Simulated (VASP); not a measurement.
ZnSnN2, 4 atoms in the cell. It takes space group R-3m (No. 166, trigonal). The conventional cell has a = 3.167 Å, b = 3.167 Å, c = 15.449 Å, α = 90.00°, β = 90.00°, γ = 120.00°. Within 3.0 Å of Zn (site symmetry -3m) lie 6 N at 2.27 Å. Within 2.9 Å of Sn (site symmetry -3m) lie 6 N at 2.21 Å. N (site symmetry 3m) has 3 Sn at 2.21 Å and 3 Zn at 2.27 Å within 2.9 Å. 

```yaml
Program: VASP 6.6.1
Task: single point
Functional: PBE
Potentials_or_basis: VASP PAW PBE potentials, release 64 (Zn, Sn_d, N)
Cutoff: 520 eV
k_mesh: 10 × 10 × 10
Occupations: gaussian, width 0.01 eV
Spin: no spin polarisation
Dipole_correction: no
Further_INCAR_settings: ALGO = Normal; EDIFF = 1e-07; NBANDS = 26
```

Potentials or basis: VASP PAW PBE potentials, release 64 (Zn, Sn_d, N).

Launch:

```console
$ cat potpaw_PBE.64/Zn/POTCAR potpaw_PBE.64/Sn_d/POTCAR potpaw_PBE.64/N/POTCAR > POTCAR
$ mpirun -np 1 vasp_std > vasp.out
```

Hardware: 1 thread of AMD EPYC 7R13 Processor (Zen 3), with other jobs on the host.

Q: How long does it take, and how much memory?

A: Run time: 10 min on 1 thread of AMD EPYC 7R13 Processor (Zen 3), on a shared host, peak memory 0.31 GiB. Counts: scf iterations 15, k points 116.
